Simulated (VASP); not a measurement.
Input of a VASP 6.6.1 run:

INCAR

```
  PREC = Accurate
  ENCUT = 600
  EDIFF = 1E-6
  ISMEAR = 0
  SIGMA = 0.1
  LREAL = F
  LASPH = T
  NELM = 60
  ALGO = Normal
  ISIF = 3
  LWAVE = F
  LCHARG = F
  GGA = PE
  IBRION = 2
  NSW = 90
  EDIFFG = -0.04
```

File KPOINTS:

```
regular mesh
0
Gamma
  6 6 2
```

Contents of POSCAR:

```
Hf3AlN4
1.0
    3.4453365000      0.0000000000      0.0000000000
    0.0000000000      3.4453365000      0.0000000000
    0.0000000000      0.0000000000      9.7448832200
Hf Al N
3 1 4
Direct
    0.0000000000      0.0000000000      0.7500000000
    0.0000000000      0.0000000000      0.2500000000
    0.5000000000      0.5000000000      0.5000000000
    0.5000000000      0.5000000000      0.0000000000
    0.0000000000      0.0000000000      0.0000000000
    0.5000000000      0.5000000000      0.2500000000
    0.0000000000      0.0000000000      0.5000000000
    0.5000000000      0.5000000000      0.7500000000
```

Potentials or basis: VASP PAW PBE potentials, release 64 (Hf_pv, Al, N).

Run with:

```bash
$ cat potpaw_PBE.64/Hf_pv/POTCAR potpaw_PBE.64/Al/POTCAR potpaw_PBE.64/N/POTCAR > POTCAR
$ mpirun -np 1 vasp_std > vasp.out
```

Task: Estimate the relaxed volume.

Result: 11.06 Å³/atom.

Task: Predict the relaxed cell.

Result: a = 3.161 Å, b = 3.161 Å, c = 8.858 Å, α = 90.00°, β = 90.00°, γ = 90.00°.

Forces on the atoms (eV/Å):
```
Hf   0.000  0.000  0.004
Hf   0.000  0.000 -0.004
Hf   0.000  0.000  0.000
Al   0.000  0.000  0.000
N    0.000  0.000  0.000
N    0.000  0.000 -0.025
N    0.000  0.000  0.000
N    0.000  0.000  0.025
```

Caveat: the volume moved by over 15 % at a fixed basis, so the end points are rough.
